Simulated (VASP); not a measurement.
# Ti (I4/mmm) in VASP: a series of runs

Runs on Ti. Level: PBE. Tasks: single point.

All numbers are computed with VASP 6.6.1; they aren't measurements. Logs are shortened: lines on timing, memory, paths and dates and some standing lists are left out, and cuts for length are marked.

### 1 The cell of the first run

Symmetry: I4/mmm, No. 139, tetragonal system. The conventional cell has a = 3.019 Å, b = 3.019 Å, c = 3.282 Å, α = 90.00°, β = 90.00°, γ = 90.00°. Within 3.6 Å of Ti (site symmetry 4/mmm) lie 14 Ti at 2.69 to 3.28 Å.

### 2 Single point, PBE (strain -0.080 along x and y, +0.000 along z)

Contents of INCAR:

```
  PREC = Accurate
  ENCUT = 500
  EDIFF = 1E-6
  ISMEAR = 0
  SIGMA = 0.15
  LREAL = F
  LASPH = T
  NELM = 120
  ALGO = Normal
  ISIF = 2
  LWAVE = F
  LCHARG = T
  GGA = PE
  LELF = T
  LVHAR = T
  NBANDS = 12
  GGA_COMPAT = F
```

Contents of KPOINTS:

```
Automatic mesh
0
Gamma
  14 14 14
```

Contents of POSCAR:

```
Ti
1.0
   -1.5097200000      1.5097200000      1.6410000000
    1.5097200000     -1.5097200000      1.6410000000
    1.5097200000      1.5097200000     -1.6410000000
Ti
1
Direct
    0.0000000000      0.0000000000      0.0000000000
```

Potentials or basis: VASP PAW PBE potentials, release 64 (Ti_sv).

Command:

```
cat potpaw_PBE.64/Ti_sv/POTCAR > POTCAR
mpirun -np 1 vasp_std > vasp.out
```

OUTCAR:

```text
PREC = Accurate
   ENCUT = 500
   EDIFF = 1E-6
   ISMEAR = 0
   LREAL = F
   LASPH = T
   NELM = 120
   ISIF = 2
   GGA = PE

 ion  position               nearest neighbor table
   1  0.000  0.000  0.000-

  LATTYP: Found a body centered tetragonal cell.
 ALAT       =     3.0194400000
 C/A-ratio  =     1.0869565217

  Lattice vectors:

 A1 = (  -1.5097200000,   1.5097200000,   1.6410000000)
 A2 = (   1.5097200000,  -1.5097200000,   1.6410000000)
 A3 = (   1.5097200000,   1.5097200000,  -1.6410000000)

Analysis of symmetry for initial positions (statically):
=====================================================================
 Subroutine PRICEL returns:
 Original cell was already a primitive cell.

 Routine SETGRP: Setting up the symmetry group for a
 body centered tetragonal supercell.

 Subroutine GETGRP returns: Found 16 space group operations
 (whereof 16 operations were pure point group operations)
 out of a pool of 16 trial point group operations.

The static configuration has the point symmetry D_4h.

Analysis of symmetry for dynamics (positions and initial velocities):
=====================================================================
 Subroutine PRICEL returns:
 Original cell was already a primitive cell.

 Routine SETGRP: Setting up the symmetry group for a
 body centered tetragonal supercell.

 Subroutine GETGRP returns: Found 16 space group operations
 (whereof 16 operations were pure point group operations)
 out of a pool of 16 trial point group operations.

The dynamic configuration has the point symmetry D_4h.

 Subroutine INISYM returns: Found 16 space group operations
 (whereof 16 operations are pure point group operations),
 and found     1 'primitive' translations

----------------------------------------------------------------------------------------

                                     Primitive cell

  volume of cell :      14.9610

  direct lattice vectors                    reciprocal lattice vectors
    -1.509720000  1.509720000  1.641000000     0.000000000  0.331187240  0.304692261
     1.509720000 -1.509720000  1.641000000     0.331187240  0.000000000  0.304692261
     1.509720000  1.509720000 -1.641000000     0.331187240  0.331187240  0.000000000

  length of vectors
     2.692840500  2.692840500  2.692840500     0.450024846  0.450024846  0.468369487

  position of ions in fractional coordinates (direct lattice)
     0.000000000  0.000000000  0.000000000

  ion indices of the primitive-cell ions
   primitive index   ion index
                 1           1

----------------------------------------------------------------------------------------

 KPOINTS: Automatic mesh

Automatic generation of k-mesh.
 Grid dimensions read from file:
 generate k-points for:   14   14   14

 Generating k-lattice:

  Cartesian coordinates                     Fractional coordinates (reciprocal lattice)
     0.000000000  0.023656231  0.021763733     0.071428571  0.000000000 -0.000000000
     0.023656231  0.000000000  0.021763733     0.000000000  0.071428571 -0.000000000
     0.023656231  0.023656231  0.000000000     0.000000000  0.000000000  0.071428571

  Length of vectors
     0.032144632  0.032144632  0.033454963

  Shift w.r.t. Gamma in fractional coordinates (k-lattice)
     0.000000000  0.000000000  0.000000000

 Subroutine IBZKPT returns following result:
 ===========================================

 Found    244 irreducible k-points:

 Following reciprocal coordinates:
            Coordinates               Weight
  0.000000  0.000000  0.000000      1.000000
  0.071429 -0.000000  0.000000      8.000000
  0.142857 -0.000000  0.000000      8.000000
  0.214286  0.000000 -0.000000      8.000000
  0.285714  0.000000  0.000000      8.000000
  0.357143 -0.000000  0.000000      8.000000
[... 16 lines left out ...]
  0.214286  0.142857 -0.000000     16.000000
  0.285714  0.142857  0.000000     16.000000
 [... further k-points ...]
   k-points           NKPTS =    244   k-points in BZ     NKDIM =    244   number of bands    NBANDS=     12
   number of dos      NEDOS =    301   number of ions     NIONS =      1
   total plane-waves  NPLWV =   8000
   dimension x,y,z NGX =    20 NGY =   20 NGZ =   20
   dimension x,y,z NGXF=    40 NGYF=   40 NGZF=   40
   ions per type =               1
   NGX,Y,Z   is equivalent  to a cutoff of  12.35, 12.35, 12.35 a.u.
   NGXF,Y,Z  is equivalent  to a cutoff of  24.69, 24.69, 24.69 a.u.
 SYSTEM =  unknown system
   PREC   = accura    normal or accurate (medium, high low for compatibility)
   ISTART =      0    job   : 0-new  1-cont  2-samecut
   ICHARG =      2    charge: 1-file 2-atom 10-const
   ISPIN  =      1    spin polarized calculation?
   LNONCOLLINEAR =      F non collinear calculations
   LSORBIT =      F    spin-orbit coupling
   LASPH  =      T    aspherical Exc in radial PAW
   ENCUT  =  500.0 eV  36.75 Ry    6.06 a.u.   4.91  4.91  4.91*2*pi/ulx,y,z
   NELM   =    120;   NELMIN=  2; NELMDL= -5     # of ELM steps
   EDIFF  = 0.1E-05   stopping-criterion for ELM
   LREAL  =      F    real-space projection
   EDIFFG = 0.1E-04   stopping-criterion for IOM
   NSW    =      0    number of steps for IOM
   IBRION =     -1    ionic relax: 0-MD 1-quasi-New 2-CG
   NFREE  =      0    steps in history (QN), initial steepest desc. (CG)
   ISIF   =      2    stress and relaxation
   ISYM   =      2    0-nonsym 1-usesym 2-fastsym
   POTIM  = 0.5000    time-step for ionic-motion
   TEBEG  =    0.0;   TEEND  =   0.0 temperature during run
   PSTRESS=    0.0 pullay stress
   NELECT =      12.0000    total number of electrons
   NUPDOWN=      -1.0000    fix difference up-down
   EMIN   =  10.00;   EMAX   =-10.00  energy-range for DOS
   EFERMI =   0.00;   METHOD = LEGACY
   ISMEAR =     0;   SIGMA  =   0.15  broadening in eV -4-tet -1-fermi 0-gaus
   EFERMI_NEDOS =   21; number of points for ismear=-14 and -15
   IALGO  =     38    algorithm
   IMIX   =      4    mixing-type and parameters
     AMIX     =   0.40;   BMIX     =  1.00
     AMIX_MAG =   1.60;   BMIX_MAG =  1.00
  volume/ion in A,a.u.               =      14.96       100.96
  Fermi-wavevector in a.u.,A,eV,Ry     =   1.521066  2.874398 31.479016  2.313642
  Thomas-Fermi vector in A             =   2.629832
   LORBIT       =      0    0 simple, 1 ext, 2 COOP (PROOUT), +10 PAW based schemes
   GGA     = PE    functional components
   LHFCALC =     F    Hartree Fock is set to
   AEXX    =    0.0000 exact exchange contribution
   IVDW    =     0    specifies the selected vdW correction
   LEPSILON=     F    determine dielectric tensor
   LRPA    =     F    only Hartree local field effects (RPA)
 non-spin polarized calculation
 Gauss-broadening in eV      SIGMA  =   0.15
  energy-cutoff  :      500.00
  volume of cell :       14.96
 maximum number of plane-waves:       394
   NGX =  9   NGY =  9   NGZ =  9

 number of electron      11.9999996 magnetization

 Free energy of the ion-electron system (eV)
  ---------------------------------------------------
  ext. energy  EPLUGINS =         0.00000000
  ---------------------------------------------------
  free energy    TOTEN  =        -7.61861919 eV

  energy without entropy =       -7.59660019  energy(sigma->0) =       -7.60760969

 E-fermi :   9.7549     XC(G=0): -12.2142

 val. band max:        9.7509193462   @ k =   0.4286   0.2857  -0.0000
 cond. band min:       9.7678133994   @ k =  -0.2143   0.2143   0.0000
 fundamental gap:      0.0168940532
 Fermi energy:         9.7548812275

 k-point     1 :       0.0000    0.0000    0.0000
  band No.  band energies     occupation
      1     -46.5428      2.00000
      2     -22.1767      2.00000
      3     -22.1767      2.00000
      4     -22.1733      2.00000
      5       3.4946      2.00000
      6      10.6553      0.00000
      7      10.6553      0.00000
      8      11.3267      0.00000
      9      12.4857      0.00000
     10      13.2755      0.00000
     11      27.2644      0.00000
     12      28.8195      0.00000

 k-point     2 :       0.0714   -0.0000    0.0000
  band No.  band energies     occupation
      1     -46.5315      2.00000
      2     -22.2317      2.00000
      3     -22.1917      2.00000
      4     -22.1750      2.00000
      5       3.6916      2.00000
      6      10.6333      0.00000
      7      10.6835      0.00000
      8      11.3565      0.00000
      9      12.4149      0.00000
     10      13.2281      0.00000
     11      27.3351      0.00000
     12      28.6001      0.00000

 k-point     3 :       0.1429   -0.0000    0.0000
  band No.  band energies     occupation
      1     -46.4998      2.00000
      2     -22.3885      2.00000
      3     -22.2337      2.00000
      4     -22.1755      2.00000
      5       4.2533      2.00000
      6      10.5134      0.00000
      7      10.5938      0.00000
      8      11.6323      0.00000
      9      12.2875      0.00000
     10      13.1440      0.00000
     11      27.1734      0.00000
     12      27.9509      0.00000
[... 286 lines left out ...]
 k-point    23 :       0.2143    0.1429   -0.0000
  band No.  band energies     occupation
      1     -46.3849      2.00000
      2     -22.8671      2.00000
      3     -22.4054      2.00000
      4     -22.2187      2.00000
      5       6.4126      2.00000
      6       9.5872      1.88603
      7      10.0486      0.00562
      8      12.3279      0.00000
      9      12.9880      0.00000
     10      13.7580      0.00000
     11      24.3598      0.00000
     12      25.4273      0.00000

 k-point    24 :       0.2857    0.1429    0.0000
  band No.  band energies     occupation
      1     -46.3417      2.00000
      2     -23.0286      2.00000
      3     -22.4853      2.00000
      4     -22.2284      2.00000
      5       7.1219      2.00000
      6       9.5067      1.98069
      7       9.8686      0.28373
      8      12.5285      0.00000
      9      13.0792      0.00000
     10      14.6505      0.00000
     11      22.4256      0.00000
     12      24.7201      0.00000

 [... further k-points ...]
[... 5 lines left out ...]
  --------------------------------------------------------------------------------------
  -------------------------------------------------------------------------------------
  Total        1.7431760      1.7431760      1.8375454      0.0000000     -0.0000000     -0.0000000
  in kB      186.6768361    186.6768361    196.7828609      0.0000000     -0.0000000     -0.0000000
  external PRESSURE =     190.0455111 kB  Pullay stress =       0.0000000 kB

 VOLUME and BASIS-vectors are now :
 -----------------------------------------------------------------------------
  energy-cutoff  :      500.00
  volume of cell :       14.96
      direct lattice vectors                 reciprocal lattice vectors
    -1.509720000  1.509720000  1.641000000     0.000000000  0.331187240  0.304692261
     1.509720000 -1.509720000  1.641000000     0.331187240  0.000000000  0.304692261
     1.509720000  1.509720000 -1.641000000     0.331187240  0.331187240  0.000000000

 POSITION                                       TOTAL-FORCE (eV/Angst)
 -----------------------------------------------------------------------------------
      0.00000      0.00000      0.00000         0.000000     -0.000000      0.000000
 -----------------------------------------------------------------------------------
    total drift:                                0.000000     -0.000000      0.000000

  FREE ENERGIE OF THE ION-ELECTRON SYSTEM (eV)
  ---------------------------------------------------
  free  energy   TOTEN  =        -7.6186191906 eV

  energy  without entropy=       -7.5966001942  energy(sigma->0) =       -7.60760969
```

Run time: 16 s. Hardware: 1 thread of Intel Xeon 6975P-C (Granite Rapids), shared host; peak memory 0.15 GiB.

What came out:

| Item | Value |
| --- | --- |
| Free energy | -7.6186 eV |
| Pressure | 19.0 GPa |
| Band gap on the k mesh | zero (bands 6 and 7 overlap by 1.81 eV) |

Levels at points of the mesh, in eV from the Fermi level:
```
           k point  band 4  band 5  band 6  band 7  band 8  band 9
(0.00, 0.00, 0.00)  -31.93   -6.26    0.90    0.90    1.57    2.73
(0.50, 0.00, 0.00)  -31.93   -2.85   -0.29    1.48    2.71    3.74
(0.50, 0.50, 0.00)  -32.00   -2.92   -1.13    2.13    3.72    3.89
(0.50, 0.50, 0.50)  -32.58   -2.82   -2.54    4.55    4.72    4.72
```

Caveat: the cell differs from its parent crystal (strain -0.080 along x and y, +0.000 along z); the cell stands under pressure.

### 3 Single point, PBE (strain -0.080 along x and y, +0.040 along z)

Contents of INCAR:

```
SYSTEM = Ti
PREC = Accurate
ENCUT = 500
EDIFF = 1E-6
ISMEAR = 0
SIGMA = 0.15
LREAL = .FALSE.
LASPH = .TRUE.
NELM = 120
ALGO = Normal
ISIF = 2
LWAVE = .FALSE.
LCHARG = .TRUE.
GGA = PE
LELF = .TRUE.
LVHAR = .TRUE.
NBANDS = 12
GGA_COMPAT = .FALSE.
```

Contents of KPOINTS:

```
Automatic mesh
0
G
  14 14 14
  0 0 0
```

Contents of POSCAR:

```
Ti
1.0
   -1.5097200000      1.5097200000      1.7066400000
    1.5097200000     -1.5097200000      1.7066400000
    1.5097200000      1.5097200000     -1.7066400000
Ti
1
Direct
    0.0000000000      0.0000000000      0.0000000000
```

Potentials or basis: VASP PAW PBE potentials, release 64 (Ti_sv).

Command:

```
cat potpaw_PBE.64/Ti_sv/POTCAR > POTCAR
mpirun -np 1 vasp_std > vasp.out
```

It took 19 s on 1 thread of Intel Xeon 6975P-C (Granite Rapids), shared host; peak memory 0.15 GiB.

Results (log left out):

| Property | Result |
| --- | --- |
| Free energy | -7.6824 eV |
| Pressure | 13.2 GPa |
| Band gap on the k mesh | zero (bands 6 and 7 overlap by 1.76 eV) |

Stress tensor (GPa, compression positive):
```
12.55  0.00  0.00
 0.00 12.55  0.00
 0.00  0.00 14.36
```

Levels at points of the mesh, in eV from the Fermi level:
| k point | band 3 | band 4 | band 5 | band 6 | band 7 | band 8 | band 9 | band 10 |
| --- | --- | --- | --- | --- | --- | --- | --- | --- |
| (0.00, 0.00, 0.00) | -32.10 | -32.10 | -6.22 | 0.81 | 0.81 | 1.71 | 2.38 | 3.42 |
| (0.50, 0.00, 0.00) | -32.35 | -32.11 | -2.76 | -0.13 | 1.23 | 2.30 | 3.64 | 4.69 |
| (0.50, 0.50, 0.00) | -32.44 | -32.19 | -2.83 | -1.28 | 2.13 | 3.71 | 3.80 | 4.89 |
| (0.50, 0.50, 0.50) | -32.65 | -32.65 | -2.73 | -2.35 | 4.27 | 4.50 | 4.50 | 6.99 |

Caveat: the cell differs from its parent crystal (strain -0.080 along x and y, +0.040 along z); the cell stands under pressure.

### 4 Single point, PBE (strain -0.080 along x and y, +0.080 along z)

Contents of INCAR:

```
SYSTEM = Ti
ALGO = Normal
EDIFF = 1E-6
ENCUT = 500
GGA = PE
GGA_COMPAT = .FALSE.
ISIF = 2
ISMEAR = 0
LASPH = .TRUE.
LCHARG = .FALSE.
LREAL = .FALSE.
LWAVE = .FALSE.
NBANDS = 12
NELM = 120
PREC = Accurate
SIGMA = 0.15
```

Contents of KPOINTS:

```
k-points
0
G
  14 14 14
  0 0 0
```

Contents of POSCAR:

```
Ti
1.0
   -1.5097200000      1.5097200000      1.7722800000
    1.5097200000     -1.5097200000      1.7722800000
    1.5097200000      1.5097200000     -1.7722800000
Ti
1
Direct
    0.0000000000      0.0000000000      0.0000000000
```

Command:

```
cat potpaw_PBE.64/Ti_sv/POTCAR > POTCAR
mpirun -np 1 vasp_std > vasp.out
```

Run time: 16 s. Hardware: 1 thread of Intel Xeon 6975P-C (Granite Rapids), shared host; peak memory 0.15 GiB.

Results (log left out):

```
Free energy            : -7.7280 eV
Pressure               : 8.1 GPa
Band gap on the k mesh : zero (bands 6 and 7 overlap by 1.68 eV)
```

Stress tensor (GPa, compression positive):
```
7.21 0.00 0.00
0.00 7.21 0.00
0.00 0.00 9.93
```

Levels at points of the mesh, in eV from the Fermi level:
```tsv
k point	band 4	band 5	band 6	band 7	band 8	band 9
(0.00, 0.00, 0.00)	-32.26	-6.18	0.74	0.74	1.82	2.05
(0.50, 0.00, 0.00)	-32.28	-2.69	0.02	1.01	1.93	3.54
(0.50, 0.50, 0.00)	-32.37	-2.75	-1.39	2.14	3.66	3.70
(0.50, 0.50, 0.50)	-32.73	-2.65	-2.17	4.01	4.28	4.28
```

Caveat: the cell differs from its parent crystal (strain -0.080 along x and y, +0.080 along z); the cell stands under pressure.

(Continued in part 2 of 2.)
